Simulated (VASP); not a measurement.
# SiNi (P2_1/c) in VASP: single point with PBEsol

Aim: the single point of SiNi with PBEsol.

Everything below comes from runs of VASP 6.6.1. Logs are shortened: lines on timing, memory, paths and dates and some standing lists are left out, and cuts for length are marked.

## Step 1: The cell of the first run

The structure is monoclinic, space group P2_1/c (No. 14). The conventional cell has a = 3.358 Å, b = 5.528 Å, c = 5.088 Å, α = 90.00°, β = 90.00°, γ = 90.00°. Si (site symmetry 1) has 6 Ni at 2.28 to 2.39 Å and 2 Si at 2.52 to 2.79 Å within 3.0 Å. Ni (site symmetry 1) has 6 Si at 2.28 to 2.39 Å and 4 Ni at 2.52 to 2.83 Å within 3.0 Å.

## Step 2: Single point, PBEsol (atoms displaced along a vibrational mode)

Input file INCAR:

```
SYSTEM = SiNi
ALGO     = Normal         ! electronic algorithm
EDIFF    = 1E-6           ! SCF threshold, eV
ENCUT    = 520            ! plane-wave cutoff, eV
GGA      = PS             ! functional
ISIF     = 2              ! what is computed and relaxed
ISMEAR   = 0              ! smearing method
LASPH    = .TRUE.         ! aspherical terms in the spheres
LCHARG   = .FALSE.        ! write CHGCAR
LREAL    = .FALSE.        ! projectors in reciprocal space
LWAVE    = .FALSE.        ! write WAVECAR
NBANDS   = 38             ! bands
NELM     = 100            ! most SCF steps
PREC     = Accurate       ! precision mode
SIGMA    = 0.15           ! smearing width, eV
```

Input file KPOINTS:

```
k-points
0
G
  8 12 8
  0 0 0
```

Input file POSCAR:

```
SiNi
1.0
    5.0878283015      0.0000000000      0.0000000000
    0.0000000000      3.3577715394      0.0000000000
    0.0000000000      0.0000000000      5.5278300970
Si Ni
4 4
Direct
    0.3214276689      0.7816396272      0.0865554891
    0.1785723311      0.2183603728      0.5865554891
    0.8214276689      0.7816396272      0.4134445109
    0.6785723311      0.2183603728      0.9134445109
    0.0093007299      0.2872270711      0.1873863599
    0.4906992701      0.7127729289      0.6873863599
    0.5093007299      0.2872270711      0.3126136401
    0.9906992701      0.7127729289      0.8126136401
```

Potentials or basis: VASP PAW PBE potentials, release 64 (Si, Ni).

Started as:

```sh
$ cat potpaw_PBE.64/Si/POTCAR potpaw_PBE.64/Ni/POTCAR > POTCAR
$ mpirun -np 1 vasp_std > vasp.out
```

OUTCAR:

```text
SYSTEM = SiNi
   EDIFF = 1E-6
   ENCUT = 520
   GGA = PS
   ISIF = 2
   ISMEAR = 0
   LASPH = .TRUE.
   LREAL = .FALSE.
   NELM = 100
   PREC = Accurate

 ion  position               nearest neighbor table
   1  0.321  0.782  0.087-   8 2.28   7 2.29   7 2.31   5 2.36   6 2.38   5 2.39   4 2.52   4 2.79
                             3 3.12   3 3.12
   2  0.179  0.218  0.587-   7 2.28   8 2.29   8 2.31   6 2.36   5 2.38   6 2.39   3 2.52   3 2.79
                             4 3.12   4 3.12
   3  0.821  0.782  0.413-   6 2.28   5 2.29   5 2.31   7 2.36   8 2.38   7 2.39   2 2.52   2 2.79
                             1 3.12   1 3.12
   4  0.679  0.218  0.913-   5 2.28   6 2.29   6 2.31   8 2.36   7 2.38   8 2.39   1 2.52   1 2.79
                             2 3.12   2 3.12
   5  0.009  0.287  0.187-   4 2.28   3 2.29   3 2.31   1 2.36   2 2.38   1 2.39   8 2.52   7 2.64
                             7 2.64   8 2.83
   6  0.491  0.713  0.687-   3 2.28   4 2.29   4 2.31   2 2.36   1 2.38   2 2.39   7 2.52   8 2.64
                             8 2.64   7 2.83
   7  0.509  0.287  0.313-   2 2.28   1 2.29   1 2.31   3 2.36   4 2.38   3 2.39   6 2.52   5 2.64
                             5 2.64   6 2.83
   8  0.991  0.713  0.813-   1 2.28   2 2.29   2 2.31   4 2.36   3 2.38   4 2.39   5 2.52   6 2.64
                             6 2.64   5 2.83

  LATTYP: Found a simple orthorhombic cell.
 ALAT       =     3.3577715394
 B/A-ratio  =     1.5152395694
 C/A-ratio  =     1.6462793946

  Lattice vectors:

 A1 = (   0.0000000000,  -3.3577715394,   0.0000000000)
 A2 = (   5.0878283015,   0.0000000000,   0.0000000000)
 A3 = (   0.0000000000,   0.0000000000,   5.5278300970)

Analysis of symmetry for initial positions (statically):
=====================================================================
 Subroutine PRICEL returns:
 Original cell was already a primitive cell.

 Routine SETGRP: Setting up the symmetry group for a
 simple orthorhombic supercell.

 Subroutine GETGRP returns: Found  4 space group operations
 (whereof  2 operations were pure point group operations)
 out of a pool of  8 trial point group operations.

The static configuration has the point symmetry S_2 .
 The point group associated with its full space group is C_2h.

Analysis of symmetry for dynamics (positions and initial velocities):
=====================================================================
 Subroutine PRICEL returns:
 Original cell was already a primitive cell.

 Routine SETGRP: Setting up the symmetry group for a
 simple orthorhombic supercell.

 Subroutine GETGRP returns: Found  4 space group operations
 (whereof  2 operations were pure point group operations)
 out of a pool of  8 trial point group operations.

The dynamic configuration has the point symmetry S_2 .
 The point group associated with its full space group is C_2h.

 Subroutine INISYM returns: Found  4 space group operations
 (whereof  2 operations are pure point group operations),
 and found     1 'primitive' translations

----------------------------------------------------------------------------------------

                                     Primitive cell

  volume of cell :      94.4362

  direct lattice vectors                    reciprocal lattice vectors
     5.087828302  0.000000000  0.000000000     0.196547513  0.000000000  0.000000000
     0.000000000  3.357771539  0.000000000     0.000000000  0.297816569  0.000000000
     0.000000000  0.000000000  5.527830097     0.000000000  0.000000000  0.180902810

  length of vectors
     5.087828302  3.357771539  5.527830097     0.196547513  0.297816569  0.180902810

  position of ions in fractional coordinates (direct lattice)
     0.321427669  0.781639627  0.086555489
     0.178572331  0.218360373  0.586555489
     0.821427669  0.781639627  0.413444511
     0.678572331  0.218360373  0.913444511
     0.009300730  0.287227071  0.187386360
     0.490699270  0.712772929  0.687386360
     0.509300730  0.287227071  0.312613640
     0.990699270  0.712772929  0.812613640

  ion indices of the primitive-cell ions
   primitive index   ion index
                 1           1
                 2           2
                 3           3
                 4           4
                 5           5
                 6           6
                 7           7
                 8           8

----------------------------------------------------------------------------------------

 KPOINTS: k-points

Automatic generation of k-mesh.
 Grid dimensions read from file:
 generate k-points for:    8   12    8

 Generating k-lattice:

  Cartesian coordinates                     Fractional coordinates (reciprocal lattice)
     0.024568439  0.000000000  0.000000000     0.125000000  0.000000000  0.000000000
     0.000000000  0.024818047  0.000000000     0.000000000  0.083333333  0.000000000
     0.000000000  0.000000000  0.022612851     0.000000000  0.000000000  0.125000000

  Length of vectors
     0.024568439  0.024818047  0.022612851

  Shift w.r.t. Gamma in fractional coordinates (k-lattice)
     0.000000000  0.000000000  0.000000000

 Subroutine IBZKPT returns following result:
 ===========================================

 Found    250 irreducible k-points:

 Following reciprocal coordinates:
            Coordinates               Weight
  0.000000  0.000000  0.000000      1.000000
  0.125000  0.000000  0.000000      2.000000
  0.250000  0.000000  0.000000      2.000000
  0.375000  0.000000  0.000000      2.000000
  0.500000  0.000000  0.000000      1.000000
  0.000000  0.083333  0.000000      2.000000
[... 16 lines left out ...]
  0.125000  0.250000  0.000000      2.000000
 -0.125000  0.250000  0.000000      2.000000
 [... further k-points ...]
   k-points           NKPTS =    250   k-points in BZ     NKDIM =    250   number of bands    NBANDS=     38
   number of dos      NEDOS =    301   number of ions     NIONS =      8
   total plane-waves  NPLWV =  47040
   dimension x,y,z NGX =    40 NGY =   28 NGZ =   42
   dimension x,y,z NGXF=    80 NGYF=   56 NGZF=   84
   ions per type =               4   4
   NGX,Y,Z   is equivalent  to a cutoff of  13.07, 13.86, 12.63 a.u.
   NGXF,Y,Z  is equivalent  to a cutoff of  26.14, 27.73, 25.26 a.u.
 SYSTEM =  SiNi
   PREC   = accura    normal or accurate (medium, high low for compatibility)
   ISTART =      0    job   : 0-new  1-cont  2-samecut
   ICHARG =      2    charge: 1-file 2-atom 10-const
   ISPIN  =      1    spin polarized calculation?
   LNONCOLLINEAR =      F non collinear calculations
   LSORBIT =      F    spin-orbit coupling
   LASPH  =      T    aspherical Exc in radial PAW
   ENCUT  =  520.0 eV  38.22 Ry    6.18 a.u.   9.46  6.24 10.28*2*pi/ulx,y,z
   NELM   =    100;   NELMIN=  2; NELMDL= -5     # of ELM steps
   EDIFF  = 0.1E-05   stopping-criterion for ELM
   LREAL  =      F    real-space projection
   EDIFFG = 0.1E-04   stopping-criterion for IOM
   NSW    =      0    number of steps for IOM
   IBRION =     -1    ionic relax: 0-MD 1-quasi-New 2-CG
   NFREE  =      0    steps in history (QN), initial steepest desc. (CG)
   ISIF   =      2    stress and relaxation
   ISYM   =      2    0-nonsym 1-usesym 2-fastsym
   POTIM  = 0.5000    time-step for ionic-motion
   TEBEG  =    0.0;   TEEND  =   0.0 temperature during run
   PSTRESS=    0.0 pullay stress
   NELECT =      56.0000    total number of electrons
   NUPDOWN=      -1.0000    fix difference up-down
   EMIN   =  10.00;   EMAX   =-10.00  energy-range for DOS
   EFERMI =   0.00;   METHOD = LEGACY
   ISMEAR =     0;   SIGMA  =   0.15  broadening in eV -4-tet -1-fermi 0-gaus
   EFERMI_NEDOS =   21; number of points for ismear=-14 and -15
   IALGO  =     38    algorithm
   IMIX   =      4    mixing-type and parameters
     AMIX     =   0.40;   BMIX     =  1.00
     AMIX_MAG =   1.60;   BMIX_MAG =  1.00
  volume/ion in A,a.u.               =      11.80        79.66
  Fermi-wavevector in a.u.,A,eV,Ry     =   1.375386  2.599104 25.737977  1.891688
  Thomas-Fermi vector in A             =   2.500727
   LORBIT       =      0    0 simple, 1 ext, 2 COOP (PROOUT), +10 PAW based schemes
   GGA     = PS    functional components
   LHFCALC =     F    Hartree Fock is set to
   AEXX    =    0.0000 exact exchange contribution
   IVDW    =     0    specifies the selected vdW correction
   LEPSILON=     F    determine dielectric tensor
   LRPA    =     F    only Hartree local field effects (RPA)
 non-spin polarized calculation
 Gauss-broadening in eV      SIGMA  =   0.15
  energy-cutoff  :      520.00
  volume of cell :       94.44
 maximum number of plane-waves:      2568
 NGX is ok and might be reduce to    40
   NGX = 19   NGY = 13   NGZ = 21

 number of electron      56.0000017 magnetization

 Free energy of the ion-electron system (eV)
  ---------------------------------------------------
  ext. energy  EPLUGINS =         0.00000000
  ---------------------------------------------------
  free energy    TOTEN  =       -52.05645424 eV

  energy without entropy =      -52.03488085  energy(sigma->0) =      -52.04566755

 E-fermi :  10.7244     XC(G=0): -12.4543

 val. band max:       10.7118015752   @ k =  -0.1250   0.4167   0.0000
 cond. band min:      10.7362126110   @ k =   0.0000   0.5000   0.3750
 fundamental gap:      0.0244110358
 Fermi energy:        10.7244236460

 k-point     1 :       0.0000    0.0000    0.0000
  band No.  band energies     occupation
      1      -2.5254      2.00000
      2       0.9816      2.00000
      3       2.1740      2.00000
      4       2.8399      2.00000
      5       4.0290      2.00000
      6       4.5986      2.00000
[... 30 lines left out ...]
     37      17.0135      0.00000
     38      17.5104      0.00000

 k-point     2 :       0.1250    0.0000    0.0000
  band No.  band energies     occupation
      1      -2.4387      2.00000
      2       0.7958      2.00000
      3       2.2379      2.00000
      4       2.5124      2.00000
      5       4.4669      2.00000
      6       4.6160      2.00000
[... 894 lines left out ...]
 k-point    24 :      -0.1250    0.2500    0.0000
  band No.  band energies     occupation
      1      -1.6404      2.00000
      2       1.4205      2.00000
      3       2.7365      2.00000
      4       2.9604      2.00000
      5       4.4136      2.00000
      6       4.9777      2.00000
[... 30 lines left out ...]
     37      16.6675      0.00000
     38      17.9925      0.00000

 [... further k-points ...]

------------------------ aborting loop because EDIFF is reached ----------------------------------------

  FORCE on cell =-STRESS in cart. coord.  units (eV):
  Direction    XX          YY          ZZ          XY          YZ          ZX
  --------------------------------------------------------------------------------------
  -------------------------------------------------------------------------------------
  Total        0.2022734      0.6667889      0.4422939      0.1338881      0.0000000      0.0000000
  in kB        3.4317135     11.3125533      7.5038344      2.2715084      0.0000000      0.0000000
  external PRESSURE =       7.4160337 kB  Pullay stress =       0.0000000 kB

 VOLUME and BASIS-vectors are now :
 -----------------------------------------------------------------------------
  energy-cutoff  :      520.00
  volume of cell :       94.44
      direct lattice vectors                 reciprocal lattice vectors
     5.087828302  0.000000000  0.000000000     0.196547513  0.000000000  0.000000000
     0.000000000  3.357771539  0.000000000     0.000000000  0.297816569  0.000000000
     0.000000000  0.000000000  5.527830097     0.000000000  0.000000000  0.180902810

 POSITION                                       TOTAL-FORCE (eV/Angst)
 -----------------------------------------------------------------------------------
      1.63537      2.62457      0.47846        -0.147838     -0.264460     -0.002033
      0.90855      0.73320      3.24238         0.147838      0.264460     -0.002033
      4.17928      2.62457      2.28545        -0.147838     -0.264460      0.002033
      3.45246      0.73320      5.04937         0.147838      0.264460      0.002033
      0.04732      0.96444      1.03584         0.017418     -0.653204      0.115272
      2.49659      2.39333      3.79976        -0.017418      0.653204      0.115272
      2.59123      0.96444      1.72808         0.017418     -0.653204     -0.115272
      5.04051      2.39333      4.49199        -0.017418      0.653204     -0.115272
 -----------------------------------------------------------------------------------
    total drift:                               -0.000000      0.000000      0.000000

  FREE ENERGIE OF THE ION-ELECTRON SYSTEM (eV)
  ---------------------------------------------------
  free  energy   TOTEN  =       -52.0564542442 eV

  energy  without entropy=      -52.0348808480  energy(sigma->0) =      -52.04566755
```

Wall time 25 min (1 thread of AMD EPYC 7R13, shared host); peak memory 0.71 GiB.

Results:

```
Free energy            : -52.0565 eV
Pressure               : 0.7 GPa
Largest force          : 0.664 eV/Å
Band gap on the k mesh : zero (bands 28 and 29 overlap by 1.66 eV)
```

Forces on the atoms (eV/Å):
```
Si  -0.148 -0.264 -0.002
Si   0.148  0.264 -0.002
Si  -0.148 -0.264  0.002
Si   0.148  0.264  0.002
Ni   0.017 -0.653  0.115
Ni  -0.017  0.653  0.115
Ni   0.017 -0.653 -0.115
Ni  -0.017  0.653 -0.115
```

Stress tensor (GPa, compression positive):
```
0.34 0.23 0.00
0.23 1.13 0.00
0.00 0.00 0.75
```

Levels at points of the mesh, in eV from the Fermi level:
| k point | band 26 | band 27 | band 28 | band 29 | band 30 | band 31 |
| --- | --- | --- | --- | --- | --- | --- |
| (0.00, 0.00, 0.00) | -1.15 | -0.99 | -0.98 | 0.64 | 1.29 | 3.04 |
| (0.50, 0.00, 0.00) | -1.88 | 0.93 | 0.93 | 1.22 | 1.22 | 3.50 |
| (0.00, 0.50, 0.00) | -1.88 | -1.74 | -1.15 | -0.61 | -0.52 | 1.95 |
| (0.50, 0.50, 0.00) | -1.79 | -1.70 | -1.70 | 0.35 | 0.35 | 0.54 |
| (0.00, 0.00, 0.50) | -1.44 | -0.21 | -0.21 | 0.73 | 0.73 | 3.40 |
| (0.50, 0.00, 0.50) | -0.99 | 0.78 | 0.78 | 2.24 | 2.24 | 2.45 |
| (0.00, 0.50, 0.50) | -2.01 | -1.71 | -1.71 | 0.18 | 0.18 | 1.32 |
| (0.50, 0.50, 0.50) | -2.03 | -1.92 | -1.92 | 2.32 | 2.32 | 2.84 |

Caveat: the cell differs from its parent crystal (atoms displaced along a vibrational mode); the PAW data sets were made with another functional, which shifts forces and pressure a little. Spin polarisation is off, so any magnetic state and its effect on volume and gap are missing.

The gap in the log of VASP goes by the Fermi energy; the results here count the filled bands.